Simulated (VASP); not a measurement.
# TiAl4Ni3 (P4/mmm) in VASP: a series of runs

Runs on TiAl4Ni3. Level: PBE. Tasks: single point.

Program: VASP 6.6.1. These are calculated values, not measurements. Logs are shortened: lines on timing, memory, paths and dates and some standing lists are left out, and cuts for length are marked.

## (1) The cell of the first run

Symmetry: P4/mmm, No. 123, tetragonal system. Conventional cell: a = 4.029 Å, b = 4.029 Å, c = 6.505 Å, α = 90.00°, β = 90.00°, γ = 90.00°. Within 3.5 Å of Ti (site symmetry 4/mmm) lie 8 Al at 2.68 Å and 6 Ni at 2.85 to 3.25 Å. Al (site symmetry 2mm) has 6 Ni at 2.50 to 2.68 Å and 2 Ti at 2.68 Å and 5 Al at 2.85 to 2.97 Å within 3.3 Å. Within 3.3 Å of Ni (site symmetry 4/mmm) lie 8 Al at 2.50 Å and 6 Ni at 2.85 to 3.25 Å. Ni (site symmetry 4/mmm) has 8 Al at 2.50 Å and 4 Ni at 2.85 Å and 2 Ti at 3.25 Å within 3.3 Å. Ni (site symmetry 4/mmm) has 8 Al at 2.68 Å and 4 Ti at 2.85 Å and 2 Ni at 3.25 Å within 3.5 Å.

## (2) Single point, PBE

The input, INCAR:

```
SYSTEM = TiAl4Ni3
  PREC = Accurate
  ENCUT = 520
  EDIFF = 1E-7
  ISMEAR = 0
  SIGMA = 0.1
  LREAL = .False.
  LASPH = .True.
  NELM = 60
  ALGO = Fast
  ISIF = 2
  LWAVE = .False.
  LCHARG = .True.
  GGA = PE
  LELF = .True.
  LVHAR = .True.
  NBANDS = 37
```

The input, KPOINTS:

```
Automatic mesh
0
Gamma
  10 10 6
  0 0 0
```

The input, POSCAR:

```
TiAl4Ni3
1.0
    4.0288255678      0.0000000000      0.0000000000
    0.0000000000      4.0288255678      0.0000000000
    0.0000000000      0.0000000000      6.5051089412
Ti Al Ni
1 4 3
Direct
    0.5000000000      0.5000000000      0.5000000000
    0.5000000000      0.0000000000      0.7716491434
    0.0000000000      0.5000000000      0.7716491434
    0.5000000000      0.0000000000      0.2283508566
    0.0000000000      0.5000000000      0.2283508566
    0.0000000000      0.0000000000      0.0000000000
    0.5000000000      0.5000000000      0.0000000000
    0.0000000000      0.0000000000      0.5000000000
```

Potentials or basis: VASP PAW PBE potentials, release 64 (Ti_sv, Al, Ni).

Started as:

```sh
$ cat potpaw_PBE.64/Ti_sv/POTCAR potpaw_PBE.64/Al/POTCAR potpaw_PBE.64/Ni/POTCAR > POTCAR
$ mpirun -np 1 vasp_std > vasp.out
```

OUTCAR:

```text
SYSTEM = TiAl4Ni3
   PREC = Accurate
   ENCUT = 520
   EDIFF = 1E-7
   ISMEAR = 0
   LREAL = .False.
   LASPH = .True.
   NELM = 60
   ISIF = 2
   GGA = PE

 ion  position               nearest neighbor table
   1  0.500  0.500  0.500-   2 2.68   3 2.68   4 2.68   5 2.68   2 2.68   4 2.68   3 2.68   5 2.68
                             8 2.85   8 2.85   8 2.85   8 2.85
   2  0.500  0.000  0.772-   6 2.50   7 2.50   7 2.50   6 2.50   1 2.68   1 2.68   8 2.68   8 2.68
                             3 2.85   3 2.85   3 2.85   3 2.85   4 2.97
   3  0.000  0.500  0.772-   6 2.50   7 2.50   6 2.50   7 2.50   1 2.68   8 2.68   1 2.68   8 2.68
                             2 2.85   2 2.85   2 2.85   2 2.85   5 2.97
   4  0.500  0.000  0.228-   6 2.50   7 2.50   7 2.50   6 2.50   1 2.68   1 2.68   8 2.68   8 2.68
                             5 2.85   5 2.85   5 2.85   5 2.85   2 2.97
   5  0.000  0.500  0.228-   6 2.50   7 2.50   6 2.50   7 2.50   1 2.68   8 2.68   1 2.68   8 2.68
                             4 2.85   4 2.85   4 2.85   4 2.85   3 2.97
   6  0.000  0.000  0.000-   2 2.50   3 2.50   4 2.50   5 2.50   3 2.50   5 2.50   2 2.50   4 2.50
                             7 2.85   7 2.85   7 2.85   7 2.85
   7  0.500  0.500  0.000-   2 2.50   3 2.50   4 2.50   5 2.50   2 2.50   4 2.50   3 2.50   5 2.50
                             6 2.85   6 2.85   6 2.85   6 2.85
   8  0.000  0.000  0.500-   2 2.68   3 2.68   4 2.68   5 2.68   3 2.68   5 2.68   2 2.68   4 2.68
                             1 2.85   1 2.85   1 2.85   1 2.85

  LATTYP: Found a simple tetragonal cell.
 ALAT       =     4.0288255678
 C/A-ratio  =     1.6146414958

  Lattice vectors:

 A1 = (   4.0288255678,   0.0000000000,   0.0000000000)
 A2 = (   0.0000000000,   4.0288255678,   0.0000000000)
 A3 = (   0.0000000000,   0.0000000000,   6.5051089412)

Analysis of symmetry for initial positions (statically):
=====================================================================
 Subroutine PRICEL returns:
 Original cell was already a primitive cell.

 Routine SETGRP: Setting up the symmetry group for a
 simple tetragonal supercell.

 Subroutine GETGRP returns: Found 16 space group operations
 (whereof 16 operations were pure point group operations)
 out of a pool of 16 trial point group operations.

The static configuration has the point symmetry D_4h.

Analysis of symmetry for dynamics (positions and initial velocities):
=====================================================================
 Subroutine PRICEL returns:
 Original cell was already a primitive cell.

 Routine SETGRP: Setting up the symmetry group for a
 simple tetragonal supercell.

 Subroutine GETGRP returns: Found 16 space group operations
 (whereof 16 operations were pure point group operations)
 out of a pool of 16 trial point group operations.

The dynamic configuration has the point symmetry D_4h.

 Subroutine INISYM returns: Found 16 space group operations
 (whereof 16 operations are pure point group operations),
 and found     1 'primitive' translations

----------------------------------------------------------------------------------------

                                     Primitive cell

  volume of cell :     105.5873

  direct lattice vectors                    reciprocal lattice vectors
     4.028825568  0.000000000  0.000000000     0.248211292  0.000000000  0.000000000
     0.000000000  4.028825568  0.000000000     0.000000000  0.248211292  0.000000000
     0.000000000  0.000000000  6.505108941     0.000000000  0.000000000  0.153725327

  length of vectors
     4.028825568  4.028825568  6.505108941     0.248211292  0.248211292  0.153725327

  position of ions in fractional coordinates (direct lattice)
     0.500000000  0.500000000  0.500000000
     0.500000000  0.000000000  0.771649143
     0.000000000  0.500000000  0.771649143
     0.500000000  0.000000000  0.228350857
     0.000000000  0.500000000  0.228350857
     0.000000000  0.000000000  0.000000000
     0.500000000  0.500000000  0.000000000
     0.000000000  0.000000000  0.500000000

  ion indices of the primitive-cell ions
   primitive index   ion index
                 1           1
                 2           2
                 3           3
                 4           4
                 5           5
                 6           6
                 7           7
                 8           8

----------------------------------------------------------------------------------------

 KPOINTS: Automatic mesh

Automatic generation of k-mesh.
 Grid dimensions read from file:
 generate k-points for:   10   10    6

 Generating k-lattice:

  Cartesian coordinates                     Fractional coordinates (reciprocal lattice)
     0.024821129  0.000000000  0.000000000     0.100000000  0.000000000  0.000000000
     0.000000000  0.024821129  0.000000000     0.000000000  0.100000000  0.000000000
     0.000000000  0.000000000  0.025620888     0.000000000  0.000000000  0.166666667

  Length of vectors
     0.024821129  0.024821129  0.025620888

  Shift w.r.t. Gamma in fractional coordinates (k-lattice)
     0.000000000  0.000000000  0.000000000

 Subroutine IBZKPT returns following result:
 ===========================================

 Found     84 irreducible k-points:

 Following reciprocal coordinates:
            Coordinates               Weight
  0.000000  0.000000  0.000000      1.000000
  0.100000  0.000000  0.000000      4.000000
  0.200000  0.000000  0.000000      4.000000
  0.300000  0.000000  0.000000      4.000000
  0.400000  0.000000  0.000000      4.000000
  0.500000  0.000000  0.000000      2.000000
[... 16 lines left out ...]
  0.100000  0.000000  0.166667      8.000000
  0.200000  0.000000  0.166667      8.000000
 [... further k-points ...]
   k-points           NKPTS =     84   k-points in BZ     NKDIM =     84   number of bands    NBANDS=     37
   number of dos      NEDOS =    301   number of ions     NIONS =      8
   total plane-waves  NPLWV =  43200
   dimension x,y,z NGX =    30 NGY =   30 NGZ =   48
   dimension x,y,z NGXF=    60 NGYF=   60 NGZF=   96
   ions per type =               1   4   3
   NGX,Y,Z   is equivalent  to a cutoff of  12.38, 12.38, 12.27 a.u.
   NGXF,Y,Z  is equivalent  to a cutoff of  24.76, 24.76, 24.53 a.u.
 SYSTEM =  TiAl4Ni3
   PREC   = accura    normal or accurate (medium, high low for compatibility)
   ISTART =      0    job   : 0-new  1-cont  2-samecut
   ICHARG =      2    charge: 1-file 2-atom 10-const
   ISPIN  =      1    spin polarized calculation?
   LNONCOLLINEAR =      F non collinear calculations
   LSORBIT =      F    spin-orbit coupling
   LASPH  =      T    aspherical Exc in radial PAW
   ENCUT  =  520.0 eV  38.22 Ry    6.18 a.u.   7.49  7.49 12.10*2*pi/ulx,y,z
   NELM   =     60;   NELMIN=  2; NELMDL= -5     # of ELM steps
   EDIFF  = 0.1E-06   stopping-criterion for ELM
   LREAL  =      F    real-space projection
   EDIFFG = 0.1E-05   stopping-criterion for IOM
   NSW    =      0    number of steps for IOM
   IBRION =     -1    ionic relax: 0-MD 1-quasi-New 2-CG
   NFREE  =      0    steps in history (QN), initial steepest desc. (CG)
   ISIF   =      2    stress and relaxation
   ISYM   =      2    0-nonsym 1-usesym 2-fastsym
   POTIM  = 0.5000    time-step for ionic-motion
   TEBEG  =    0.0;   TEEND  =   0.0 temperature during run
   PSTRESS=    0.0 pullay stress
   NELECT =      54.0000    total number of electrons
   NUPDOWN=      -1.0000    fix difference up-down
   EMIN   =  10.00;   EMAX   =-10.00  energy-range for DOS
   EFERMI =   0.00;   METHOD = LEGACY
   ISMEAR =     0;   SIGMA  =   0.10  broadening in eV -4-tet -1-fermi 0-gaus
   EFERMI_NEDOS =   21; number of points for ismear=-14 and -15
   IALGO  =     68    algorithm
   IMIX   =      4    mixing-type and parameters
     AMIX     =   0.40;   BMIX     =  1.00
     AMIX_MAG =   1.60;   BMIX_MAG =  1.00
  volume/ion in A,a.u.               =      13.20        89.07
  Fermi-wavevector in a.u.,A,eV,Ry     =   1.309189  2.474008 23.320047  1.713975
  Thomas-Fermi vector in A             =   2.439804
   LORBIT       =      0    0 simple, 1 ext, 2 COOP (PROOUT), +10 PAW based schemes
   GGA     = PE    functional components
   LHFCALC =     F    Hartree Fock is set to
   AEXX    =    0.0000 exact exchange contribution
   IVDW    =     0    specifies the selected vdW correction
   LEPSILON=     F    determine dielectric tensor
   LRPA    =     F    only Hartree local field effects (RPA)
 non-spin polarized calculation
 RMM-DIIS sequential band-by-band and
 Gauss-broadening in eV      SIGMA  =   0.10
  energy-cutoff  :      520.00
  volume of cell :      105.59
 maximum number of plane-waves:      2876
 NGX is ok and might be reduce to    30
   NGX = 15   NGY = 15   NGZ = 25

 number of electron      53.9999981 magnetization

 Free energy of the ion-electron system (eV)
  ---------------------------------------------------
  ext. energy  EPLUGINS =         0.00000000
  ---------------------------------------------------
  free energy    TOTEN  =       -43.48242646 eV

  energy without entropy =      -43.45934242  energy(sigma->0) =      -43.47088444

 E-fermi :   9.2925     XC(G=0): -11.6776

 val. band max:        9.2863795030   @ k =   0.3000   0.1000   0.0000
 cond. band min:       9.2945653847   @ k =   0.5000   0.5000   0.0000
 fundamental gap:      0.0081858817
 Fermi energy:         9.2924797127

 k-point     1 :       0.0000    0.0000    0.0000
  band No.  band energies     occupation
      1     -47.2528      2.00000
      2     -23.5678      2.00000
      3     -23.5678      2.00000
      4     -23.5451      2.00000
      5      -1.1905      2.00000
      6       2.0221      2.00000
[... 29 lines left out ...]
     36      12.6530      0.00000
     37      14.1153      0.00000

 k-point     2 :       0.1000    0.0000    0.0000
  band No.  band energies     occupation
      1     -47.2527      2.00000
      2     -23.5694      2.00000
      3     -23.5678      2.00000
      4     -23.5450      2.00000
      5      -1.0956      2.00000
      6       2.0869      2.00000
[... 29 lines left out ...]
     36      13.0845      0.00000
     37      14.1029      0.00000
[... 838 lines left out ...]
     36      13.1916      0.00000
     37      14.7418      0.00000

 k-point    24 :       0.2000    0.0000    0.1667
  band No.  band energies     occupation
      1     -47.2526      2.00000
      2     -23.5733      2.00000
      3     -23.5677      2.00000
      4     -23.5446      2.00000
      5      -0.7275      2.00000
      6       1.7341      2.00000
[... 29 lines left out ...]
     36      14.1772      0.00000
     37      14.2000      0.00000

 [... further k-points ...]
[... 5 lines left out ...]
  --------------------------------------------------------------------------------------
  -------------------------------------------------------------------------------------
  Total        0.0288129      0.0288129     -0.0025274      0.0000000      0.0000000      0.0000000
  in kB        0.4372065      0.4372065     -0.0383508      0.0000000      0.0000000      0.0000000
  external PRESSURE =       0.2786874 kB  Pullay stress =       0.0000000 kB

 VOLUME and BASIS-vectors are now :
 -----------------------------------------------------------------------------
  energy-cutoff  :      520.00
  volume of cell :      105.59
      direct lattice vectors                 reciprocal lattice vectors
     4.028825568  0.000000000  0.000000000     0.248211292  0.000000000  0.000000000
     0.000000000  4.028825568  0.000000000     0.000000000  0.248211292  0.000000000
     0.000000000  0.000000000  6.505108941     0.000000000  0.000000000  0.153725327

 POSITION                                       TOTAL-FORCE (eV/Angst)
 -----------------------------------------------------------------------------------
      2.01441      2.01441      3.25255         0.000000      0.000000      0.000000
      2.01441      0.00000      5.01966         0.000000      0.000000      0.003873
      0.00000      2.01441      5.01966         0.000000      0.000000      0.003873
      2.01441      0.00000      1.48545         0.000000      0.000000     -0.003873
      0.00000      2.01441      1.48545        -0.000000      0.000000     -0.003873
      0.00000      0.00000      0.00000         0.000000      0.000000      0.000000
      2.01441      2.01441      0.00000         0.000000      0.000000      0.000000
      0.00000      0.00000      3.25255         0.000000      0.000000      0.000000
 -----------------------------------------------------------------------------------
    total drift:                                0.000000      0.000000      0.000000

  FREE ENERGIE OF THE ION-ELECTRON SYSTEM (eV)
  ---------------------------------------------------
  free  energy   TOTEN  =       -43.4824264645 eV

  energy  without entropy=      -43.4593424200  energy(sigma->0) =      -43.47088444
```

Wall time 7.1 min (1 thread of Intel Xeon Platinum 8488C (Sapphire Rapids), shared host); peak memory 0.41 GiB.

Results:

| Item | Value |
| --- | --- |
| Free energy | -43.4824 eV |
| Pressure | 0.0 GPa |
| Largest force | 0.004 eV/Å |
| Band gap on the k mesh | zero (band 27 reaches 9.96 eV, above the bottom of band 28 at 9.01 eV) |

Forces in eV/Å, atoms in the order of the input:
```
Ti   0.000  0.000  0.000
Al   0.000  0.000  0.004
Al   0.000  0.000  0.004
Al   0.000  0.000 -0.004
Al   0.000  0.000 -0.004
Ni   0.000  0.000  0.000
Ni   0.000  0.000  0.000
Ni   0.000  0.000  0.000
```

Spin polarisation is off, so any magnetic state and its effect on volume and gap are missing.

## (3) Single point, PBE, collinear spin, ferrimagnetic start

This run uses another cell than the first one, of 13.36 Å³/atom, 1.012 times its volume.

The input, INCAR:

```
SYSTEM = TiAl4Ni3
PREC = Accurate
ENCUT = 520
EDIFF = 1E-7
ISMEAR = 0
SIGMA = 0.1
LREAL = .False.
LASPH = .True.
NELM = 150
ALGO = Normal
ISIF = 2
LWAVE = .False.
LCHARG = .False.
ISPIN = 2
MAGMOM = 0 0 0 0 0 2 -2 -2
LORBIT = 11
LMAXMIX = 4
GGA = PE
NBANDS = 41
```

The input, KPOINTS:

```
regular mesh
0
Gamma
  4 4 4
  0 0 0
```

The input, POSCAR:

```
TiAl4Ni3
1.0
    4.2280656900      0.0000000000      0.0000000000
    0.0000000000      4.2280656900      0.0000000000
    0.0000000000      0.0000000000      5.9793878400
Ti Al Ni
1 4 3
Direct
    0.5000000000      0.5000000000      0.5000000000
    0.5000000000      0.0000000000      0.7500000000
    0.0000000000      0.5000000000      0.7500000000
    0.5000000000      0.0000000000      0.2500000000
    0.0000000000      0.5000000000      0.2500000000
    0.0000000000      0.0000000000      0.0000000000
    0.5000000000      0.5000000000      0.0000000000
    0.0000000000      0.0000000000      0.5000000000
```

Potentials or basis: VASP PAW PBE potentials, release 64 (Ti_sv, Al, Ni).

Started as:

```sh
$ cat potpaw_PBE.64/Ti_sv/POTCAR potpaw_PBE.64/Al/POTCAR potpaw_PBE.64/Ni/POTCAR > POTCAR
$ mpirun -np 1 vasp_std > vasp.out
```

It took 2.9 min on 1 thread of Intel Xeon Platinum 8488C (Sapphire Rapids), shared host; peak memory 0.32 GiB.

Results (log left out):

```
Free energy                                           : -42.8609 eV
Pressure                                              : -1.5 GPa
Largest force                                         : 1.293 eV/Å
Net moment                                            : -0.67 μB per cell
Site moments                                          : Ti -0.34; Al -0.01; Ni -0.03, -0.10, -0.06 μB
Valence electrons inside the program's atomic spheres : Ti 10.47; Al 0.80; Ni 9.30, 9.29, 9.33
```

Forces in eV/Å, atoms in the order of the input:
```
Ti   0.000  0.000  0.000
Al   0.000  0.000  1.293
Al   0.000  0.000  1.293
Al   0.000  0.000 -1.293
Al   0.000  0.000 -1.293
Ni   0.000  0.000  0.000
Ni   0.000  0.000  0.000
Ni   0.000  0.000  0.000
```

Stress tensor (GPa, compression positive):
```
-3.52  0.00  0.00
 0.00 -3.52  0.00
 0.00  0.00  2.41
```

Levels at points of the mesh, in eV from the Fermi level:
Spin up:
```
           k point  band 24  band 25  band 26  band 27  band 28  band 29  band 30  band 31
(0.00, 0.00, 0.00)    -0.65    -0.29     0.32     0.32     0.84     1.53     2.38     2.38
(0.50, 0.00, 0.00)    -1.09    -0.83    -0.43     0.11     0.29     1.18     1.27     1.58
(0.50, 0.50, 0.00)    -1.42    -1.42    -0.74    -0.56    -0.06    -0.06     0.40     0.69
(0.00, 0.00, 0.50)    -0.80    -0.35     0.11     0.11     0.80     1.51     1.52     1.52
(0.50, 0.00, 0.50)    -1.22    -0.70    -0.48    -0.35     0.61     2.06     2.20     2.39
(0.50, 0.50, 0.50)    -1.45    -1.45    -0.59    -0.50     0.29     0.29     0.67     1.62
```
Spin down:
| k point | band 24 | band 25 | band 26 | band 27 | band 28 | band 29 | band 30 | band 31 |
| --- | --- | --- | --- | --- | --- | --- | --- | --- |
| (0.00, 0.00, 0.00) | -0.68 | -0.39 | -0.02 | -0.02 | 0.72 | 1.36 | 2.36 | 2.36 |
| (0.50, 0.00, 0.00) | -1.20 | -0.88 | -0.46 | -0.23 | 0.12 | 0.95 | 1.14 | 1.45 |
| (0.50, 0.50, 0.00) | -1.47 | -1.47 | -0.80 | -0.59 | -0.31 | -0.31 | 0.31 | 0.49 |
| (0.00, 0.00, 0.50) | -0.86 | -0.44 | 0.04 | 0.04 | 0.74 | 1.24 | 1.24 | 1.34 |
| (0.50, 0.00, 0.50) | -1.29 | -0.78 | -0.71 | -0.62 | 0.45 | 2.00 | 2.16 | 2.37 |
| (0.50, 0.50, 0.50) | -1.51 | -1.51 | -0.69 | -0.52 | -0.02 | -0.02 | 0.47 | 1.51 |

Caveat: the k points lie up to 0.37 Å⁻¹ apart; forces of over 1 eV/Å act on the atoms, so gaps and moduli don't describe the material at rest.
